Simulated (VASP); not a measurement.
Here is a VASP 6.6.1 calculation.

Contents of INCAR:

```
SYSTEM = Cd
PREC = Accurate ; ENCUT = 630
EDIFF = 1E-6 ; ISMEAR = -1
SIGMA = 0.1 ; LREAL = .FALSE.
LASPH = .TRUE. ; NELM = 120
ALGO = Normal ; ISIF = 2
LWAVE = .FALSE. ; LCHARG = .FALSE.
GGA = PS ; NBANDS = 27
GGA_COMPAT = .FALSE.
```

File KPOINTS:

```
Automatic mesh
0
G
  18 18 8
  0 0 0
```

File POSCAR:

```
Cd
1.0
    2.9079723057      0.0000000000      0.0000000000
   -1.4539861529      2.5183778902      0.0000000000
    0.0000000000      0.0000000000      5.2042293152
Cd
2
Direct
    0.3333333333      0.6666666667      0.2500000000
    0.6666666667      0.3333333333      0.7500000000
```

Potentials or basis: VASP PAW PBE potentials, release 64 (Cd_sv_GW).

Launch:

```console
$ cat potpaw_PBE.64/Cd_sv_GW/POTCAR > POTCAR
$ mpirun -np 1 vasp_std > vasp.out
```

Task: Predict the band gap on the k mesh.

Result: Zero (bands 20 and 21 overlap by 3.71 eV).

Task: What does it give for the pressure?

Result: 6.7 GPa.

Caveat: the cell stands under pressure; the PAW data sets were made with another functional, which shifts forces and pressure a little.
